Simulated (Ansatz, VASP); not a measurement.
**One calculation of K, two programs**

POSCAR

```
K
1.0
   -2.6699463634      2.6699463634      2.6699463634
    2.6699463634     -2.6699463634      2.6699463634
    2.6699463634      2.6699463634     -2.6699463634
K
1
Direct
    0.0000000000      0.0000000000      0.0000000000
```

File INCAR.step1:

```
SYSTEM = K
ALGO = Normal
EDIFF = 1E-4
ENCUT = 520
GGA = PE
ISMEAR = 0
LASPH = .True.
LCHARG = .False.
LREAL = .False.
LWAVE = .True.
NBANDS = 10
NELM = 80
PREC = Accurate
SIGMA = 0.6
```

Contents of INCAR.step2:

```
SYSTEM = K
ALGO = Normal
EDIFF = 1E-7
ENCUT = 520
ISIF = 2
ISMEAR = 0
ISTART = 1
LASPH = .True.
LCHARG = .False.
LMIXTAU = .True.
LREAL = .False.
LWAVE = .False.
METAGGA = R2SCAN
NBANDS = 10
NELM = 80
PREC = Accurate
SIGMA = 0.6
```

File KPOINTS:

```
k-points
0
Gamma
  8 8 8
  0 0 0
```

Input for Ansatz:

```yaml
crystal:
  lattice:
    - [-2.6699463634, 2.6699463634, 2.6699463634]
    - [2.6699463634, -2.6699463634, 2.6699463634]
    - [2.6699463634, 2.6699463634, -2.6699463634]
  atoms:
    - { symbol: K, position: [0.0, 0.0, 0.0] }
hamiltonian:
  xc: r2scan
  pseudopotentials:
    kind: paw
    azcp:
      K: "pseudopotentials/K.paw.azcp"
basis:
  ecutwfc: 500
  fft_grid_basis: typed
kpoints:
  mp_grid: { grid: [8, 8, 8], shift: [0, 0, 0] }
magnetization:
  spin_polarized: false
scf:
  occupations: { method: gaussian, width: 0.6 }
  lower_state_search: "off"
output:
  stress: true
```

Alike in both runs: task single point; functional r2SCAN; k mesh 8 × 8 × 8; occupations gaussian, width 0.6 eV; no spin polarisation.

|  | VASP | Ansatz |
| --- | --- | --- |
| version | VASP 6.6.1 | Ansatz 0.2.0 |
| potentials or method | VASP PAW PBE potentials, release 64 (K_sv), cutoff 520 eV | plane waves (500 eV) with PAW, scalar-relativistic |
| valence electrons in the cell | 9 | 9 |

|  | VASP | Ansatz | Ansatz less VASP |
| --- | --- | --- | --- |
| pressure (GPa) | 0.1 | 0.1 | +0.02 |

VASP's potentials were made for PBE, not for r2SCAN.
